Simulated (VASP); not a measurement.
## NbAs: single point with PBE

The system is NbAs.

```xyz
2
Lattice="3.4588 0.0000 0.0000 0.0000 3.4588 0.0000 0.0000 0.0000 3.6693" Properties=species:S:1:pos:R:3 pbc="T T T"
Nb    0.0000    0.0000    0.8734
As    1.7294    1.7294    0.9612
```

| Item | Value |
| --- | --- |
| Program | VASP 6.6.1 |
| Task | single point |
| Functional | PBE |
| Potentials or basis | VASP PAW PBE potentials, release 64 (Nb_sv, As) |
| Cutoff | 520 eV |
| k mesh | 6 × 6 × 6 |
| Occupations | gaussian, width 0.1 eV |
| Spin | no spin polarisation |

```yaml
Pressure: 9.8 GPa
Largest_force: 0.131 eV/Å
Band_gap_on_the_k_mesh: zero (band 9 reaches 7.65 eV, above the bottom of band 10 at 5.33 eV)
```

Forces in eV/Å, atoms in the order of the input:
```
Nb   0.000  0.000 -0.131
As   0.000  0.000  0.131
```

Stress tensor (GPa, compression positive):
```
18.46  0.00  0.00
 0.00 18.46  0.00
 0.00  0.00 -7.63
```

Levels at points of the mesh, in eV from the Fermi level:
```
           k point  band 6  band 7  band 8  band 9  band 10  band 11  band 12  band 13
(0.00, 0.00, 0.00)   -2.80   -1.97   -0.38   -0.06    -0.06    -0.03     1.26     1.26
(0.50, 0.00, 0.00)   -6.35   -4.18   -2.14   -1.10     1.44     1.85     4.39     5.07
(0.50, 0.50, 0.00)   -3.28   -3.28   -0.49   -0.06    -0.06     1.00     2.20     3.40
(0.00, 0.00, 0.50)   -4.32   -2.57    0.04    0.13     0.13     0.69     0.69     2.23
(0.50, 0.00, 0.50)   -5.88   -4.54   -4.00    0.76     1.29     1.67     3.25     3.29
(0.50, 0.50, 0.50)   -2.63   -2.63   -1.83   -1.55    -1.55     1.82     2.24     4.38
```

It took 45 s on 1 thread of AMD EPYC 7R13 Processor (Zen 3), on a shared host, peak memory 0.14 GiB.
